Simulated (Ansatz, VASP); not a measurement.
## Two plane-wave programs on GaAs

POSCAR

```
GaAs
1.0
    0.0000000000      2.8268500000      2.8268500000
    2.8268500000      0.0000000000      2.8268500000
    2.8268500000      2.8268500000      0.0000000000
Ga As
1 1
Direct
    0.0000000000      0.0000000000      0.0000000000
    0.2500000000      0.2500000000      0.2500000000
```

Contents of INCAR.step1:

```
PREC     = Accurate       # precision mode
ENCUT    = 520            # plane-wave cutoff, eV
EDIFF    = 1E-5           # SCF threshold, eV
ISMEAR   = 0              # smearing method
SIGMA    = 0.01           # smearing width, eV
LREAL    = F              # projectors in reciprocal space
LASPH    = T              # aspherical terms in the spheres
NELM     = 100            # most SCF steps
ALGO     = Normal         # electronic algorithm
ISIF     = 2              # what is computed and relaxed
LWAVE    = T              # write WAVECAR
GGA      = PE             # functional
NBANDS   = 16             # bands
```

INCAR.step2

```
PREC     = Accurate       # precision mode
ENCUT    = 520            # plane-wave cutoff, eV
EDIFF    = 1E-6           # SCF threshold, eV
ISMEAR   = 0              # smearing method
SIGMA    = 0.01           # smearing width, eV
LREAL    = F              # projectors in reciprocal space
LASPH    = T              # aspherical terms in the spheres
NELM     = 100            # most SCF steps
ALGO     = Normal         # electronic algorithm
ISIF     = 2              # what is computed and relaxed
LWAVE    = F              # write WAVECAR
LCHARG   = T              # write CHGCAR
GGA      = PE             # functional
LHFCALC  = T              # exact exchange
HFSCREEN = 0.2079         # screening, 1/A
PRECFOCK = Normal       
LELF     = T              # ELF
LVHAR    = T            
ISTART   = 1            
NBANDS   = 16             # bands
```

The input KPOINTS:

```
Automatic mesh
0
Gamma
  4 4 4
```

Input for Ansatz:

```yaml
crystal:
  lattice:
    - [0.0, 2.82685, 2.82685]
    - [2.82685, 0.0, 2.82685]
    - [2.82685, 2.82685, 0.0]
  atoms:
    - { symbol: Ga, position: [0.0, 0.0, 0.0] }
    - { symbol: As, position: [0.25, 0.25, 0.25] }
kpoints:
  mp_grid:
    grid: [4, 4, 4]
    shift: [0.0, 0.0, 0.0]
hamiltonian:
  xc: hse06
scf:
  occupations:
    method: fixed
output:
  eigenvalues: true
```

Alike in both runs: task single point; functional HSE06; k mesh 4 × 4 × 4; no spin polarisation.

|  | VASP | Ansatz |
| --- | --- | --- |
| version | VASP 6.6.1 | Ansatz 0.2.0 |
| potentials or method | VASP PAW PBE potentials, release 64 (Ga_d, As) | plane waves, PAW |
| plane-wave cutoff (eV) | 520 | 420 |
| occupations | gaussian, width 0.01 eV | fixed |
| valence electrons in the cell | 18 | 28 |

|  | VASP | Ansatz | Ansatz less VASP |
| --- | --- | --- | --- |
| gap on the k mesh at the Fermi level (eV) | 1.47 | 1.47 | +0.003 |

VASP's potentials hold 18 valence electrons a cell and Ansatz's 28, so a difference there can come from the potentials and not from the codes.

The k mesh is coarse, so the values compare programs but aren't converged.
